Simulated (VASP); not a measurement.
# K3Si4 (Pm-3m) in VASP: further runs

The runs below take K3Si4 through single point, relaxation of cell and atoms, with PBE.

Everything below comes from runs of VASP 6.6.1. Logs are shortened: lines on timing, memory, paths and dates and some standing lists are left out, and cuts for length are marked.

## 1. The cell of the first run

Symmetry: Pm-3m, No. 221, cubic system. The conventional cell has a = 6.133 Å, b = 6.133 Å, c = 6.133 Å, α = 90.00°, β = 90.00°, γ = 90.00°. K (site symmetry 4/mmm) has 4 Si at 3.07 Å within 4.0 Å. Within 4.0 Å of Si (site symmetry 4/mmm) lie 4 K at 3.07 Å and 2 Si at 3.07 Å. Si (site symmetry m-3m) has 6 Si at 3.07 Å within 4.0 Å.

## 2. Single point, PBE

The input, INCAR:

```
SYSTEM = K3Si4
PREC     = Accurate       ! precision mode
ENCUT    = 520            ! plane-wave cutoff, eV
EDIFF    = 1E-6           ! SCF threshold, eV
ISMEAR   = 0              ! smearing method
SIGMA    = 0.1            ! smearing width, eV
LREAL    = .FALSE.        ! projectors in reciprocal space
LASPH    = .TRUE.         ! aspherical terms in the spheres
NELM     = 60             ! most SCF steps
ALGO     = Normal         ! electronic algorithm
ISIF     = 2              ! what is computed and relaxed
LWAVE    = .FALSE.        ! write WAVECAR
LCHARG   = .FALSE.        ! write CHGCAR
GGA      = PE             ! functional
NBANDS   = 30             ! bands
```

The input, KPOINTS:

```
regular mesh
0
G
  4 4 4
  0 0 0
```

The input, POSCAR:

```
K3Si4
1.0
    6.1328718933      0.0000000000      0.0000000000
    0.0000000000      6.1328718933      0.0000000000
    0.0000000000      0.0000000000      6.1328718933
K Si
3 4
Direct
    0.5000000000      0.0000000000      0.0000000000
    0.0000000000      0.5000000000      0.0000000000
    0.0000000000      0.0000000000      0.5000000000
    0.0000000000      0.5000000000      0.5000000000
    0.5000000000      0.0000000000      0.5000000000
    0.5000000000      0.5000000000      0.0000000000
    0.5000000000      0.5000000000      0.5000000000
```

Potentials or basis: VASP PAW PBE potentials, release 64 (K_sv, Si).

Command:

```sh
cat potpaw_PBE.64/K_sv/POTCAR potpaw_PBE.64/Si/POTCAR > POTCAR
mpirun -np 1 vasp_std > vasp.out
```

OUTCAR:

```text
SYSTEM = K3Si4
   PREC = Accurate
   ENCUT = 520
   EDIFF = 1E-6
   ISMEAR = 0
   LREAL = .FALSE.
   LASPH = .TRUE.
   NELM = 60
   ISIF = 2
   GGA = PE

 ion  position               nearest neighbor table
   1  0.500  0.000  0.000-   5 3.07   6 3.07   5 3.07   6 3.07
   2  0.000  0.500  0.000-   4 3.07   6 3.07   4 3.07   6 3.07
   3  0.000  0.000  0.500-   4 3.07   5 3.07   4 3.07   5 3.07
   4  0.000  0.500  0.500-   2 3.07   3 3.07   7 3.07   2 3.07   3 3.07   7 3.07
   5  0.500  0.000  0.500-   1 3.07   3 3.07   7 3.07   1 3.07   7 3.07   3 3.07
   6  0.500  0.500  0.000-   1 3.07   2 3.07   7 3.07   7 3.07   1 3.07   2 3.07
   7  0.500  0.500  0.500-   4 3.07   5 3.07   6 3.07   6 3.07   5 3.07   4 3.07

  LATTYP: Found a simple cubic cell.
 ALAT       =     6.1328718933

  Lattice vectors:

 A1 = (   6.1328718933,   0.0000000000,   0.0000000000)
 A2 = (   0.0000000000,   6.1328718933,   0.0000000000)
 A3 = (   0.0000000000,   0.0000000000,   6.1328718933)

Analysis of symmetry for initial positions (statically):
=====================================================================
 Subroutine PRICEL returns:
 Original cell was already a primitive cell.

 Routine SETGRP: Setting up the symmetry group for a
 simple cubic supercell.

 Subroutine GETGRP returns: Found 48 space group operations
 (whereof 48 operations were pure point group operations)
 out of a pool of 48 trial point group operations.

The static configuration has the point symmetry O_h .

Analysis of symmetry for dynamics (positions and initial velocities):
=====================================================================
 Subroutine PRICEL returns:
 Original cell was already a primitive cell.

 Routine SETGRP: Setting up the symmetry group for a
 simple cubic supercell.

 Subroutine GETGRP returns: Found 48 space group operations
 (whereof 48 operations were pure point group operations)
 out of a pool of 48 trial point group operations.

The dynamic configuration has the point symmetry O_h .

 Subroutine INISYM returns: Found 48 space group operations
 (whereof 48 operations are pure point group operations),
 and found     1 'primitive' translations

----------------------------------------------------------------------------------------

                                     Primitive cell

[... 87 lines left out ...]
   EDIFFG = 0.1E-04   stopping-criterion for IOM
   NSW    =      0    number of steps for IOM
   IBRION =     -1    ionic relax: 0-MD 1-quasi-New 2-CG
   NFREE  =      0    steps in history (QN), initial steepest desc. (CG)
   ISIF   =      2    stress and relaxation
   ISYM   =      2    0-nonsym 1-usesym 2-fastsym
   POTIM  = 0.5000    time-step for ionic-motion
   TEBEG  =    0.0;   TEEND  =   0.0 temperature during run
   PSTRESS=    0.0 pullay stress
   NELECT =      43.0000    total number of electrons
   NUPDOWN=      -1.0000    fix difference up-down
   EMIN   =  10.00;   EMAX   =-10.00  energy-range for DOS
   EFERMI =   0.00;   METHOD = LEGACY
   ISMEAR =     0;   SIGMA  =   0.10  broadening in eV -4-tet -1-fermi 0-gaus
   EFERMI_NEDOS =   21; number of points for ismear=-14 and -15
   IALGO  =     38    algorithm
   IMIX   =      4    mixing-type and parameters
     AMIX     =   0.40;   BMIX     =  1.00
     AMIX_MAG =   1.60;   BMIX_MAG =  1.00
  volume/ion in A,a.u.               =      32.95       222.38
  Fermi-wavevector in a.u.,A,eV,Ry     =   0.935191  1.767255 11.899419  0.874583
  Thomas-Fermi vector in A             =   2.062073
   LORBIT       =      0    0 simple, 1 ext, 2 COOP (PROOUT), +10 PAW based schemes
   GGA     = PE    functional components
   LHFCALC =     F    Hartree Fock is set to
   AEXX    =    0.0000 exact exchange contribution
   IVDW    =     0    specifies the selected vdW correction
   LEPSILON=     F    determine dielectric tensor
   LRPA    =     F    only Hartree local field effects (RPA)
 non-spin polarized calculation
 Gauss-broadening in eV      SIGMA  =   0.10
  energy-cutoff  :      520.00
  volume of cell :      230.67
 maximum number of plane-waves:      6238
 NGX is ok and might be reduce to    48
   NGX = 23   NGY = 23   NGZ = 23

 number of electron      43.0000008 magnetization

 Free energy of the ion-electron system (eV)
  ---------------------------------------------------
  ext. energy  EPLUGINS =         0.00000000
  ---------------------------------------------------
  free energy    TOTEN  =       -17.70094680 eV

  energy without entropy =      -17.63821369  energy(sigma->0) =      -17.66958025

 E-fermi :   1.9495     XC(G=0):  -7.7640

 val. band max:        1.9173353180   @ k =   0.2500   0.2500   0.0000
 cond. band min:       1.9632857722   @ k =   0.2500   0.0000   0.0000
 fundamental gap:      0.0459504542
 Fermi energy:         1.9494534445

 k-point     1 :       0.0000    0.0000    0.0000
  band No.  band energies     occupation
      1     -28.6770      2.00000
      2     -28.6630      2.00000
      3     -28.6630      2.00000
      4     -12.3248      2.00000
      5     -12.3248      2.00000
      6     -12.3248      2.00000
[... 319 lines left out ...]
     29       3.4716      0.00000
     30       6.1280      0.00000

------------------------ aborting loop because EDIFF is reached ----------------------------------------

  FORCE on cell =-STRESS in cart. coord.  units (eV):
  Direction    XX          YY          ZZ          XY          YZ          ZX
  --------------------------------------------------------------------------------------
  -------------------------------------------------------------------------------------
  Total        0.2266564      0.2266564      0.2266564     -0.0000000     -0.0000000      0.0000000
  in kB        1.5742977      1.5742977      1.5742977     -0.0000000     -0.0000000      0.0000000
  external PRESSURE =       1.5742977 kB  Pullay stress =       0.0000000 kB

 VOLUME and BASIS-vectors are now :
 -----------------------------------------------------------------------------
  energy-cutoff  :      520.00
  volume of cell :      230.67
      direct lattice vectors                 reciprocal lattice vectors
     6.132871893  0.000000000  0.000000000     0.163055746  0.000000000  0.000000000
     0.000000000  6.132871893  0.000000000     0.000000000  0.163055746  0.000000000
     0.000000000  0.000000000  6.132871893     0.000000000  0.000000000  0.163055746

 POSITION                                       TOTAL-FORCE (eV/Angst)
 -----------------------------------------------------------------------------------
      3.06644      0.00000      0.00000         0.000000      0.000000      0.000000
      0.00000      3.06644      0.00000         0.000000      0.000000      0.000000
      0.00000      0.00000      3.06644         0.000000      0.000000      0.000000
      0.00000      3.06644      3.06644         0.000000      0.000000      0.000000
      3.06644      0.00000      3.06644         0.000000      0.000000      0.000000
      3.06644      3.06644      0.00000         0.000000      0.000000      0.000000
      3.06644      3.06644      3.06644         0.000000      0.000000      0.000000
 -----------------------------------------------------------------------------------
    total drift:                                0.000000      0.000000      0.000000

  FREE ENERGIE OF THE ION-ELECTRON SYSTEM (eV)
  ---------------------------------------------------
  free  energy   TOTEN  =       -17.7009468038 eV

  energy  without entropy=      -17.6382136903  energy(sigma->0) =      -17.66958025
```

Wall time 42 s (1 thread of AMD EPYC 9R45 (Zen 5), shared host); peak memory 0.3 GiB.

What came out:

| Property | Result |
| --- | --- |
| Free energy | -17.7009 eV |
| Pressure | 0.2 GPa |

## 3. Single point, PBE

This run uses another cell than the first one, of 33.23 Å³/atom, 1.009 times its volume.

The input, INCAR:

```
PREC = Accurate
ENCUT = 520
EDIFF = 1E-6
ISMEAR = 0
SIGMA = 0.1
LREAL = F
LASPH = T
NELM = 100
ALGO = Normal
ISIF = 2
LWAVE = F
LCHARG = F
GGA = PE
NBANDS = 30
```

The input, KPOINTS:

```
regular mesh
0
Gamma
  6 6 6
```

POSCAR: that of step 2 with these lines changed.

```diff
@@ -2,5 +2,5 @@
 1.0
-    6.1328718933      0.0000000000      0.0000000000
-    0.0000000000      6.1328718933      0.0000000000
-    0.0000000000      0.0000000000      6.1328718933
+    6.1502030114      0.0000000000      0.0000000000
+    0.0000000000      6.1502030114      0.0000000000
+    0.0000000000      0.0000000000      6.1502030114
 K Si
```

Potentials or basis: VASP PAW PBE potentials, release 64 (K_sv, Si).

Command:

```sh
cat potpaw_PBE.64/K_sv/POTCAR potpaw_PBE.64/Si/POTCAR > POTCAR
mpirun -np 1 vasp_std > vasp.out
```

Run time: 82 s. Hardware: 1 thread of AMD EPYC 9R45 (Zen 5), shared host; peak memory 0.34 GiB.

The run converged. Its results:

```
Free energy : -17.6959 eV
Pressure    : 0.0 GPa
```

Levels at points of the mesh, in eV from the Fermi level:
```csv
k point,band 20,band 21,band 22,band 23,band 24,band 25
"(0.00, 0.00, 0.00)",0.54,0.54,0.54,0.59,0.59,0.59
"(0.50, 0.00, 0.00)",-0.37,-0.11,-0.11,0.47,0.47,0.99
"(0.50, 0.50, 0.00)",-0.94,-0.16,-0.16,0.26,0.71,1.13
"(0.50, 0.50, 0.50)",0.17,0.17,0.17,0.61,0.61,1.01
```

## 4. Relaxation of cell and atoms, PBE

This run uses another cell than the first one, of 17.93 Å³/atom, 0.544 times its volume.

The input, INCAR:

```
SYSTEM = K3Si4
PREC     = Accurate       ! precision mode
ENCUT    = 600            ! plane-wave cutoff, eV
EDIFF    = 1E-7           ! SCF threshold, eV
ISMEAR   = 0              ! smearing method
SIGMA    = 0.1            ! smearing width, eV
LREAL    = .FALSE.        ! projectors in reciprocal space
LASPH    = .TRUE.         ! aspherical terms in the spheres
NELM     = 60             ! most SCF steps
ALGO     = Normal         ! electronic algorithm
ISIF     = 3              ! what is computed and relaxed
LWAVE    = .FALSE.        ! write WAVECAR
LCHARG   = .FALSE.        ! write CHGCAR
GGA      = PE             ! functional
IBRION   = 2              ! ionic algorithm
NSW      = 90             ! ionic steps
EDIFFG   = -0.04          ! ionic threshold
```

The input, KPOINTS:

```
Automatic mesh
0
G
  4 4 4
  0 0 0
```

POSCAR: that of step 3 with these lines changed.

```diff
@@ -2,5 +2,5 @@
 1.0
-    6.1502030114      0.0000000000      0.0000000000
-    0.0000000000      6.1502030114      0.0000000000
-    0.0000000000      0.0000000000      6.1502030114
+    5.0065562300      0.0000000000      0.0000000000
+    0.0000000000      5.0065562300      0.0000000000
+    0.0000000000      0.0000000000      5.0065562300
 K Si
```

Command:

```sh
cat potpaw_PBE.64/K_sv/POTCAR potpaw_PBE.64/Si/POTCAR > POTCAR
mpirun -np 1 vasp_std > vasp.out
```

Run time: 3.2 min. Hardware: 1 thread of AMD EPYC 9R45 (Zen 5), shared host; peak memory 0.22 GiB.

Results (log left out):

```yaml
Free_energy: -17.6904 eV
Relaxed_volume: 32.94 Å³/atom
Relaxed_cell: a = 6.132 Å, b = 6.132 Å, c = 6.132 Å, α = 90.00°, β = 90.00°, γ = 90.00°
Space_group_after_relaxing_to_0.05_Å: Pm-3m (No. 221)
Energy_gained_by_relaxing: 1133.4 meV/atom
Ionic_steps: 15
Pressure_after_relaxing: 0.2 GPa
```

Step by step:
| step | energy change (eV) | largest force (eV/Å) | pressure (GPa) | volume (Å³) |
| --- | --- | --- | --- | --- |
| 1 | 0.0000 | 0.0000 | 39.19 | 125.49 |
| 2 | -7.9105 | 0.0000 | 0.86 | 223.17 |
| 3 | -7.9293 | 0.0000 | 0.40 | 227.97 |
| 4 | -7.9294 | 0.0000 | 0.40 | 228.02 |
| 5 | -7.9298 | 0.0000 | 0.38 | 228.17 |
| 6 | -7.9298 | 0.0000 | 0.38 | 228.17 |
| 7 | -7.9298 | 0.0000 | 0.38 | 228.17 |
| 8 | -7.9298 | 0.0000 | 0.38 | 228.18 |
| 9 | -7.9298 | 0.0000 | 0.38 | 228.20 |
| 10 | -7.9299 | 0.0000 | 0.38 | 228.24 |
| 11 | -7.9301 | 0.0000 | 0.37 | 228.31 |
| 12 | -7.9304 | 0.0000 | 0.35 | 228.46 |
| 13 | -7.9311 | 0.0000 | 0.33 | 228.76 |
| 14 | -7.9322 | 0.0000 | 0.27 | 229.36 |
| 15 | -7.9339 | 0.0000 | 0.17 | 230.57 |

Final structure:
```
K Si
1.0
     6.13199    0.00000    0.00000
     0.00000    6.13199    0.00000
     0.00000    0.00000    6.13199
K Si
3 4
Cartesian
  3.0660 0.0000 0.0000
  0.0000 3.0660 0.0000
  0.0000 0.0000 3.0660
  0.0000 3.0660 3.0660
  3.0660 0.0000 3.0660
  3.0660 3.0660 0.0000
  3.0660 3.0660 3.0660
```

Levels at points of the mesh, in eV from the Fermi level:
```
           k point  band 19  band 20  band 21  band 22  band 23  band 24
(0.00, 0.00, 0.00)    -2.59     0.51     0.51     0.51     0.54     0.54
(0.50, 0.00, 0.00)    -1.34    -0.41    -0.16    -0.16     0.43     0.43
(0.50, 0.50, 0.00)    -0.99    -0.99    -0.20    -0.20     0.21     0.64
(0.50, 0.50, 0.50)    -1.76     0.13     0.13     0.13     0.54     0.54
```

Caveat: the volume moved by over 15 % at a fixed basis, so the end points are rough.

## 5. Summary

```csv
task,cell,k mesh,cutoff (eV),gap on the mesh (eV),pressure (GPa)
single point,"a = 6.133 Å, 7 atoms",4 × 4 × 4,520,none,0.2
single point,"a = 6.150 Å, 7 atoms",6 × 6 × 6,520,none,0.0
relaxation of cell and atoms,"relaxed from a = 5.007 Å, 7 atoms",4 × 4 × 4,600,none,0.2
```

Alike in all rows: level PBE; potentials or basis VASP PAW PBE potentials, release 64 (K_sv, Si); no spin polarisation; smearing gaussian 0.1 eV.

Caveats: the volume moved by over 15 % at a fixed basis, so the end points are rough (some runs).

Total energies depend on the potentials used, so only differences within one code and one set of settings carry meaning.
